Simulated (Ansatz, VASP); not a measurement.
**One calculation of MgCdS4, two programs**

```
Mg Cd S
1.0
     4.65024    0.00000    0.00000
     0.00000    4.65024    0.00000
     0.00000    0.00000    9.57753
Mg Cd S
1 1 4
Cartesian
  2.3251 2.3251 4.7888
  0.0000 0.0000 0.0000
  2.3251 0.0000 0.0000
  0.0000 2.3251 0.0000
  0.0000 0.0000 3.7333
  0.0000 0.0000 5.8442
```

Change from the starting cell: species swapped into the AlTlF4 type (P4/mmm, No. 123).

Alike in both runs: functional PBE; k mesh 8 × 8 × 4; occupations gaussian, width 0.1 eV; no spin polarisation.

Ansatz relaxed the structure, and its values are those at the end. VASP's run is a single point on that final structure, the one shown.

```csv
,VASP,Ansatz
version,VASP 6.6.1,Ansatz 0.2.0
potentials or method,"VASP PAW PBE potentials, release 64 (Mg, Cd, S), cutoff 520 eV","scalar-relativistic, plane waves, PAW"
valence electrons in the cell,38,54
```

|  | VASP | Ansatz | Ansatz less VASP |
| --- | --- | --- | --- |
| gap on the k mesh at the Fermi level (eV) | none | none | - |
| pressure (GPa) | 0.2 | 0.0 | -0.16 |
| rms of the force components (eV/Å) | 0.038 | 0.001 | -0.0375 |

A gap of «none» marks a metal or a gap that the smearing closes. VASP's potentials hold 38 valence electrons a cell and Ansatz's 54, so a difference there can come from the potentials and not from the codes.
